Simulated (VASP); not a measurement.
Here is a VASP 6.6.1 calculation.

INCAR

```
ALGO = Normal
EDIFF = 1E-6
ENCUT = 500
GGA = PE
GGA_COMPAT = False
ISIF = 2
ISMEAR = 1
ISPIN = 2
LASPH = True
LCHARG = True
LELF = True
LORBIT = 11
LREAL = False
LVHAR = True
LWAVE = False
MAGMOM = 3 1 1 1 1 3
NBANDS = 24
NELM = 200
PREC = Accurate
SIGMA = 0.1
```

File KPOINTS:

```
k-points
0
Gamma
  12 12 12
```

POSCAR

```
Al3BP2
1.0
    3.1018588163      1.7908590226      2.7604110800
   -3.1018588163      1.7908590226      2.7604110800
    0.0000000000     -3.5817180452      2.7604110800
Al B P
3 1 2
Direct
    0.0000000000      0.5000000000      0.0000000000
    0.5000000000      0.0000000000      0.0000000000
    0.0000000000      0.0000000000      0.5000000000
    0.0000000000      0.0000000000      0.0000000000
    0.6295639660      0.6295639660      0.6295639660
    0.3704360340      0.3704360340      0.3704360340
```

Potentials or basis: VASP PAW PBE potentials, release 64 (Al, B, P).

The run is started by

```console
$ cat potpaw_PBE.64/Al/POTCAR potpaw_PBE.64/B/POTCAR potpaw_PBE.64/P/POTCAR > POTCAR
$ mpirun -np 1 vasp_std > vasp.out
```

Problem. Predict the net moment.

Solution. 0.00 μB per cell.

Problem. Predict the largest force.

Solution. 0.055 eV/Å.

Problem. Estimate the pressure.

Solution. -0.1 GPa.

Problem. What does it give for the band gap on the k mesh?

Solution. Zero (filled and empty bands overlap).

Forces in eV/Å, atoms in the order of the input:
```
Al   0.000  0.000  0.000
Al   0.000  0.000  0.000
Al   0.000  0.000  0.000
B    0.000  0.000  0.000
P    0.000  0.000 -0.055
P    0.000  0.000  0.055
```
